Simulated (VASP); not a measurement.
# Ba2TiTeO6 (I4/m) in VASP: single point with PBE

Aim: the single point of Ba2TiTeO6 with PBE.

All numbers are computed with VASP 6.6.1; they aren't measurements. Logs are shortened: lines on timing, memory, paths and dates and some standing lists are left out, and cuts for length are marked.

**1. The cell of the first run**

The structure is tetragonal, space group I4/m (No. 87). The conventional cell has a = 5.599 Å, b = 5.599 Å, c = 8.656 Å, α = 90.00°, β = 90.00°, γ = 90.00°. Within 2.7 Å of Ti (site symmetry 4/m) lie 6 O at 2.01 to 2.43 Å. O (site symmetry m) has 1 Te at 1.95 Å and 1 Ti at 2.01 Å within 2.6 Å. O (site symmetry 4) has 1 Te at 1.90 Å and 1 Ti at 2.43 Å within 2.5 Å. Te (site symmetry 4/m) has 6 O at 1.90 to 1.95 Å within 2.5 Å. Ba (site symmetry -4) has 12 O at 2.81 to 2.98 Å and 4 Te at 3.54 Å and 4 Ti at 3.54 Å within 3.7 Å.

**2. Single point, PBE**

Contents of INCAR:

```
SYSTEM = Ba2TiTeO6
ALGO = Normal
EDIFF = 1E-6
ENCUT = 520
GGA = PE
ISIF = 2
ISMEAR = 0
LASPH = .True.
LCHARG = .False.
LREAL = .False.
LWAVE = .False.
NBANDS = 48
NELM = 100
PREC = Accurate
SIGMA = 0.0135
```

Contents of KPOINTS:

```
k-points
0
Gamma
  4 4 4
  0 0 0
```

Contents of POSCAR:

```
Ba2TiTeO6
1.0
    0.0000000000      5.5986857200      0.0000000000
    5.5986857200      0.0000000000      0.0000000000
    2.7993433600      2.7993433600     -4.3277826100
Ti O Te Ba
1 6 1 2
Direct
    0.0000000000      0.0000000000      0.0000000000
    0.2440000000      0.2630000000      0.0000000000
    0.2630000000      0.7560000000      0.0000000000
    0.7560000000      0.7370000000      0.0000000000
    0.7370000000      0.2440000000      0.0000000000
    0.2810000000      0.2810000000      0.4380000000
    0.7190000000      0.7190000000      0.5620000000
    0.5000000000      0.5000000000      0.0000000000
    0.7500000000      0.2500000000      0.5000000000
    0.2500000000      0.7500000000      0.5000000000
```

Potentials or basis: VASP PAW PBE potentials, release 64 (Ti_sv, O, Te, Ba_sv).

Started as:

```sh
cat potpaw_PBE.64/Ti_sv/POTCAR potpaw_PBE.64/O/POTCAR potpaw_PBE.64/Te/POTCAR potpaw_PBE.64/Ba_sv/POTCAR > POTCAR
mpirun -np 1 vasp_std > vasp.out
```

OUTCAR:

```text
SYSTEM = Ba2TiTeO6
   EDIFF = 1E-6
   ENCUT = 520
   GGA = PE
   ISIF = 2
   ISMEAR = 0
   LASPH = .True.
   LREAL = .False.
   NELM = 100
   PREC = Accurate

 ion  position               nearest neighbor table
   1  0.000  0.000  0.000-   2 2.01   3 2.01   4 2.01   5 2.01   7 2.43   6 2.43   9 3.54  10 3.54
                             9 3.54  10 3.54   9 3.54  10 3.54  10 3.54   9 3.54
   2  0.244  0.263  0.000-   8 1.95   1 2.01   9 2.88  10 2.88  10 2.98   9 2.98
   3  0.263  0.756  0.000-   8 1.95   1 2.01   9 2.88  10 2.88   9 2.98  10 2.98
   4  0.756  0.737  0.000-   8 1.95   1 2.01  10 2.88   9 2.88   9 2.98  10 2.98
   5  0.737  0.244  0.000-   8 1.95   1 2.01  10 2.88   9 2.88  10 2.98   9 2.98
   6  0.281  0.281  0.438-   8 1.90   1 2.43  10 2.81   9 2.81   9 2.81  10 2.81
   7  0.719  0.719  0.562-   8 1.90   1 2.43  10 2.81   9 2.81  10 2.81   9 2.81
   8  0.500  0.500  0.000-   6 1.90   7 1.90   4 1.95   5 1.95   2 1.95   3 1.95  10 3.54   9 3.54
                            10 3.54   9 3.54   9 3.54  10 3.54   9 3.54  10 3.54
   9  0.750  0.250  0.500-   6 2.81   7 2.81   7 2.81   6 2.81   3 2.88   2 2.88   4 2.88   5 2.88
                             3 2.98   4 2.98   2 2.98   5 2.98   8 3.54   8 3.54   1 3.54   1 3.54
  10  0.250  0.750  0.500-   6 2.81   7 2.81   7 2.81   6 2.81   5 2.88   4 2.88   2 2.88   3 2.88
                             5 2.98   2 2.98   4 2.98   3 2.98   1 3.54   8 3.54   8 3.54   1 3.54

  LATTYP: Found a body centered tetragonal cell.
 ALAT       =     5.5986857200
 C/A-ratio  =     1.5459994815

  Lattice vectors:

 A1 = (  -2.7993433600,   2.7993423600,   4.3277826100)
 A2 = (   2.7993423600,  -2.7993433600,   4.3277826100)
 A3 = (   2.7993433600,   2.7993433600,  -4.3277826100)

Analysis of symmetry for initial positions (statically):
=====================================================================
 Subroutine PRICEL returns:
 Original cell was already a primitive cell.

 Routine SETGRP: Setting up the symmetry group for a
 body centered tetragonal supercell.

 Subroutine GETGRP returns: Found  8 space group operations
 (whereof  8 operations were pure point group operations)
 out of a pool of 16 trial point group operations.

The static configuration has the point symmetry C_4h.

Analysis of symmetry for dynamics (positions and initial velocities):
=====================================================================
 Subroutine PRICEL returns:
 Original cell was already a primitive cell.

 Routine SETGRP: Setting up the symmetry group for a
 body centered tetragonal supercell.

 Subroutine GETGRP returns: Found  8 space group operations
 (whereof  8 operations were pure point group operations)
 out of a pool of 16 trial point group operations.

The dynamic configuration has the point symmetry C_4h.

 Subroutine INISYM returns: Found  8 space group operations
 (whereof  8 operations are pure point group operations),
 and found     1 'primitive' translations

----------------------------------------------------------------------------------------

                                     Primitive cell

  volume of cell :     135.6556

  direct lattice vectors                    reciprocal lattice vectors
     0.000000000  5.598685720  0.000000000     0.000000000  0.178613348  0.115532626
     5.598685720  0.000000000  0.000000000     0.178613348  0.000000000  0.115532626
     2.799343360  2.799343360 -4.327782610     0.000000000  0.000000000 -0.231065211

  length of vectors
     5.598685720  5.598685720  5.865351551     0.212721686  0.212721686  0.231065211

  position of ions in fractional coordinates (direct lattice)
     0.000000000  0.000000000  0.000000000
     0.244000000  0.263000000  0.000000000
     0.263000000  0.756000000  0.000000000
     0.756000000  0.737000000  0.000000000
     0.737000000  0.244000000  0.000000000
     0.281000000  0.281000000  0.438000000
     0.719000000  0.719000000  0.562000000
     0.500000000  0.500000000  0.000000000
     0.750000000  0.250000000  0.500000000
     0.250000000  0.750000000  0.500000000

  ion indices of the primitive-cell ions
   primitive index   ion index
                 1           1
                 2           2
                 3           3
                 4           4
                 5           5
                 6           6
                 7           7
                 8           8
                 9           9
                10          10

----------------------------------------------------------------------------------------

 KPOINTS: k-points

Automatic generation of k-mesh.
 Grid dimensions read from file:
 generate k-points for:    4    4    4

 Generating k-lattice:

  Cartesian coordinates                     Fractional coordinates (reciprocal lattice)
     0.000000000  0.044653337  0.028883156     0.250000000  0.000000000  0.000000000
     0.044653337  0.000000000  0.028883156     0.000000000  0.250000000  0.000000000
     0.000000000  0.000000000 -0.057766303     0.000000000  0.000000000  0.250000000

  Length of vectors
     0.053180421  0.053180421  0.057766303

  Shift w.r.t. Gamma in fractional coordinates (k-lattice)
     0.000000000  0.000000000  0.000000000

 Subroutine IBZKPT returns following result:
 ===========================================

 Found     14 irreducible k-points:

 Following reciprocal coordinates:
            Coordinates               Weight
  0.000000  0.000000  0.000000      1.000000
  0.250000  0.000000 -0.000000      8.000000
  0.500000  0.000000 -0.000000      4.000000
  0.250000  0.250000 -0.000000      8.000000
  0.500000  0.250000 -0.000000      8.000000
 -0.250000  0.500000 -0.000000      8.000000
 -0.250000  0.250000  0.000000      4.000000
  0.500000  0.500000 -0.000000      2.000000
  0.000000  0.000000  0.250000      2.000000
  0.500000  0.000000  0.250000      4.000000
 -0.250000  0.000000  0.250000      8.000000
  0.500000  0.500000  0.250000      2.000000
 -0.250000 -0.250000  0.250000      4.000000
  0.000000  0.000000  0.500000      1.000000
   k-points           NKPTS =     14   k-points in BZ     NKDIM =     14   number of bands    NBANDS=     48
   number of dos      NEDOS =    301   number of ions     NIONS =     10
   total plane-waves  NPLWV =  84672
   dimension x,y,z NGX =    42 NGY =   42 NGZ =   48
   dimension x,y,z NGXF=    84 NGYF=   84 NGZF=   96
   ions per type =               1   6   1   2
   NGX,Y,Z   is equivalent  to a cutoff of  12.47, 12.47, 13.60 a.u.
   NGXF,Y,Z  is equivalent  to a cutoff of  24.94, 24.94, 27.21 a.u.
 SYSTEM =  Ba2TiTeO6
   PREC   = accura    normal or accurate (medium, high low for compatibility)
   ISTART =      0    job   : 0-new  1-cont  2-samecut
   ICHARG =      2    charge: 1-file 2-atom 10-const
   ISPIN  =      1    spin polarized calculation?
   LNONCOLLINEAR =      F non collinear calculations
   LSORBIT =      F    spin-orbit coupling
   LASPH  =      T    aspherical Exc in radial PAW
   ENCUT  =  520.0 eV  38.22 Ry    6.18 a.u.  10.41 10.41 10.91*2*pi/ulx,y,z
   NELM   =    100;   NELMIN=  2; NELMDL= -5     # of ELM steps
   EDIFF  = 0.1E-05   stopping-criterion for ELM
   LREAL  =      F    real-space projection
   EDIFFG = 0.1E-04   stopping-criterion for IOM
   NSW    =      0    number of steps for IOM
   IBRION =     -1    ionic relax: 0-MD 1-quasi-New 2-CG
   NFREE  =      0    steps in history (QN), initial steepest desc. (CG)
   ISIF   =      2    stress and relaxation
   ISYM   =      2    0-nonsym 1-usesym 2-fastsym
   POTIM  = 0.5000    time-step for ionic-motion
   TEBEG  =    0.0;   TEEND  =   0.0 temperature during run
   PSTRESS=    0.0 pullay stress
   NELECT =      74.0000    total number of electrons
   NUPDOWN=      -1.0000    fix difference up-down
   EMIN   =  10.00;   EMAX   =-10.00  energy-range for DOS
   EFERMI =   0.00;   METHOD = LEGACY
   ISMEAR =     0;   SIGMA  =   0.01  broadening in eV -4-tet -1-fermi 0-gaus
   EFERMI_NEDOS =   21; number of points for ismear=-14 and -15
   IALGO  =     38    algorithm
   IMIX   =      4    mixing-type and parameters
     AMIX     =   0.40;   BMIX     =  1.00
     AMIX_MAG =   1.60;   BMIX_MAG =  1.00
  volume/ion in A,a.u.               =      13.57        91.54
  Fermi-wavevector in a.u.,A,eV,Ry     =   1.337641  2.527775 24.344675  1.789283
  Thomas-Fermi vector in A             =   2.466174
   LORBIT       =      0    0 simple, 1 ext, 2 COOP (PROOUT), +10 PAW based schemes
   GGA     = PE    functional components
   LHFCALC =     F    Hartree Fock is set to
   AEXX    =    0.0000 exact exchange contribution
   IVDW    =     0    specifies the selected vdW correction
   LEPSILON=     F    determine dielectric tensor
   LRPA    =     F    only Hartree local field effects (RPA)
 non-spin polarized calculation
 Gauss-broadening in eV      SIGMA  =   0.01
  energy-cutoff  :      520.00
  volume of cell :      135.66
 maximum number of plane-waves:      3676
 NGX is ok and might be reduce to    42
   NGX = 21   NGY = 21   NGZ = 21

 number of electron      74.0000003 magnetization

 Free energy of the ion-electron system (eV)
  ---------------------------------------------------
  ext. energy  EPLUGINS =         0.00000000
  ---------------------------------------------------
  free energy    TOTEN  =       -65.05740906 eV

  energy without entropy =      -65.05661605  energy(sigma->0) =      -65.05701255

 E-fermi :   8.0070     XC(G=0): -11.0380

 val. band max:        7.9687740074   @ k =  -0.2500   0.2500   0.0000
 cond. band min:       8.0136743543   @ k =   0.2500   0.2500  -0.0000
 fundamental gap:      0.0449003469
 Fermi energy:         8.0070296101

 k-point     1 :       0.0000    0.0000    0.0000
  band No.  band energies     occupation
      1     -50.6715      2.00000
      2     -27.0770      2.00000
      3     -27.0770      2.00000
      4     -26.7932      2.00000
      5     -20.7584      2.00000
      6     -20.5226      2.00000
[... 40 lines left out ...]
     47      11.1834      0.00000
     48      12.0140      0.00000

 k-point     2 :       0.2500    0.0000   -0.0000
  band No.  band energies     occupation
      1     -50.6715      2.00000
      2     -27.0774      2.00000
      3     -27.0769      2.00000
      4     -26.7934      2.00000
      5     -20.7141      2.00000
      6     -20.5486      2.00000
[... 40 lines left out ...]
     47      11.2272      0.00000
     48      12.0919      0.00000

 k-point     3 :       0.5000    0.0000   -0.0000
  band No.  band energies     occupation
      1     -50.6715      2.00000
      2     -27.0779      2.00000
      3     -27.0768      2.00000
      4     -26.7935      2.00000
      5     -20.6222      2.00000
      6     -20.6220      2.00000
[... 40 lines left out ...]
     47      11.7473      0.00000
     48      12.1038      0.00000

 k-point     4 :       0.2500    0.2500   -0.0000
  band No.  band energies     occupation
      1     -50.6715      2.00000
      2     -27.0774      2.00000
      3     -27.0774      2.00000
      4     -26.7935      2.00000
      5     -20.6684      2.00000
      6     -20.5748      2.00000
[... 448 lines left out ...]
     47      12.6040      0.00000
     48      12.6044      0.00000

 k-point    13 :      -0.2500   -0.2500    0.2500
  band No.  band energies     occupation
      1     -50.6715      2.00000
      2     -27.0776      2.00000
      3     -27.0772      2.00000
      4     -26.7937      2.00000
      5     -20.6403      2.00000
      6     -20.5914      2.00000
[... 40 lines left out ...]
     47      12.5316      0.00000
     48      12.5552      0.00000

 k-point    14 :       0.0000    0.0000    0.5000
  band No.  band energies     occupation
      1     -50.6715      2.00000
      2     -27.0771      2.00000
      3     -27.0771      2.00000
      4     -26.7941      2.00000
      5     -20.6867      2.00000
      6     -20.5503      2.00000
[... 40 lines left out ...]
     47      12.6929      0.00000
     48      12.8644      0.00000

------------------------ aborting loop because EDIFF is reached ----------------------------------------

  FORCE on cell =-STRESS in cart. coord.  units (eV):
  Direction    XX          YY          ZZ          XY          YZ          ZX
  --------------------------------------------------------------------------------------
  -------------------------------------------------------------------------------------
  Total       16.0108455     16.0108455     14.5349313      0.0000001     -0.0000017     -0.0000017
  in kB      189.0981297    189.0981297    171.6666571      0.0000016     -0.0000198     -0.0000198
  external PRESSURE =     183.2876388 kB  Pullay stress =       0.0000000 kB

 VOLUME and BASIS-vectors are now :
 -----------------------------------------------------------------------------
  energy-cutoff  :      520.00
  volume of cell :      135.66
      direct lattice vectors                 reciprocal lattice vectors
     0.000000000  5.598685720  0.000000000     0.000000000  0.178613348  0.115532626
     5.598685720  0.000000000  0.000000000     0.178613348  0.000000000  0.115532626
     2.799343360  2.799343360 -4.327782610     0.000000000  0.000000000 -0.231065211

 POSITION                                       TOTAL-FORCE (eV/Angst)
 -----------------------------------------------------------------------------------
      0.00000      0.00000      0.00000         0.000000      0.000000      0.000000
      1.47245      1.36608      0.00000        -1.942258     -2.041032      0.000000
      4.23261      1.47245      0.00000         2.041032     -1.942258     -0.000000
      4.12623      4.23261      0.00000         1.942258      2.041032      0.000000
      1.36608      4.12623      0.00000        -2.041032      1.942258     -0.000000
      2.79934      2.79934     -1.89557         0.000000      0.000000     -4.177365
      5.59869      5.59869     -2.43221        -0.000000     -0.000000      4.177365
      2.79934      2.79934      0.00000         0.000000      0.000000      0.000000
      2.79934      5.59869     -2.16389         0.000000      0.000000     -0.000000
      5.59869      2.79934     -2.16389        -0.000000      0.000000      0.000000
 -----------------------------------------------------------------------------------
    total drift:                               -0.000000      0.000000      0.000000

  FREE ENERGIE OF THE ION-ELECTRON SYSTEM (eV)
  ---------------------------------------------------
  free  energy   TOTEN  =       -65.0574090585 eV

  energy  without entropy=      -65.0566160469  energy(sigma->0) =      -65.05701255
```

Wall time 2.8 min (1 thread of Intel Xeon Platinum 8375C at 2.90GHz (Ice Lake), shared host); peak memory 0.32 GiB.

Results:

| Property | Result |
| --- | --- |
| Free energy | -65.0574 eV |
| Pressure | 18.3 GPa |
| Largest force | 4.177 eV/Å |
| Band gap on the k mesh | zero (band 37 reaches 8.01 eV, above the bottom of band 38 at 7.86 eV) |

Forces in eV/Å, atoms in the order of the input:
```
Ti   0.000  0.000  0.000
O   -1.942 -2.041  0.000
O    2.041 -1.942  0.000
O    1.942  2.041  0.000
O   -2.041  1.942  0.000
O    0.000  0.000 -4.177
O    0.000  0.000  4.177
Te   0.000  0.000  0.000
Ba   0.000  0.000  0.000
Ba   0.000  0.000  0.000
```

Caveat: the k points lie up to 0.36 Å⁻¹ apart; spin-orbit coupling is left out, which moves the levels of the heavy elements; semilocal functionals often make such compounds metallic where correlation or magnetic order opens a gap, which also shifts bond lengths; forces of over 1 eV/Å act on the atoms, so gaps and moduli don't describe the material at rest.
